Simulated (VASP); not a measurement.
Set up this calculation in VASP 6.6.1, as the native input.

```yaml
Task: single point
Functional: PBEsol
Potentials_or_basis: VASP PAW PBE potentials, release 64 (Zn)
Cutoff: 520 eV
k_mesh: 22 × 22 × 22
Occupations: gaussian, width 0.15 eV
Spin: no spin polarisation
Dipole_correction: no
Further_INCAR_settings: ALGO = Fast; EDIFF = 1e-06; NBANDS = 12
```

The structure of Zn lies in POSCAR:

```
Zn
1.0
   -2.1058934798      1.5581230140      1.5581230140
    1.5581230140     -2.1058934798      1.5581230140
    1.5581230140      1.5581230140     -2.1058934798
Zn
1
Direct
    0.0000000000      0.0000000000      0.0000000000
```

The input as run:

INCAR

```
SYSTEM = Zn
PREC     = Accurate       ! precision mode
ENCUT    = 520            ! plane-wave cutoff, eV
EDIFF    = 1E-6           ! SCF threshold, eV
ISMEAR   = 0              ! smearing method
SIGMA    = 0.15           ! smearing width, eV
LREAL    = .FALSE.        ! projectors in reciprocal space
LASPH    = .TRUE.         ! aspherical terms in the spheres
NELM     = 60             ! most SCF steps
ALGO     = Fast           ! electronic algorithm
ISIF     = 2              ! what is computed and relaxed
LWAVE    = .FALSE.        ! write WAVECAR
LCHARG   = .TRUE.         ! write CHGCAR
GGA      = PS             ! functional
LELF     = .TRUE.         ! ELF
LVHAR    = .TRUE.       
NBANDS   = 12             ! bands
```

KPOINTS

```
Automatic mesh
0
G
  22 22 22
  0 0 0
```

Potentials or basis: VASP PAW PBE potentials, release 64 (Zn).

Run with:

```bash
$ cat potpaw_PBE.64/Zn/POTCAR > POTCAR
$ mpirun -np 1 vasp_std > vasp.out
```

Results of the run:

```
Pressure               : 109.0 GPa
Band gap on the k mesh : zero (band 6 reaches 8.38 eV, above the bottom of band 7 at -0.87 eV)
```

Caveat: the PAW data sets were made with another functional, which shifts forces and pressure a little.

Run time: 66 s on 1 thread of Intel(R) Xeon(R) 6975P-C (Granite Rapids), with other jobs on the host, peak memory 0.27 GiB.
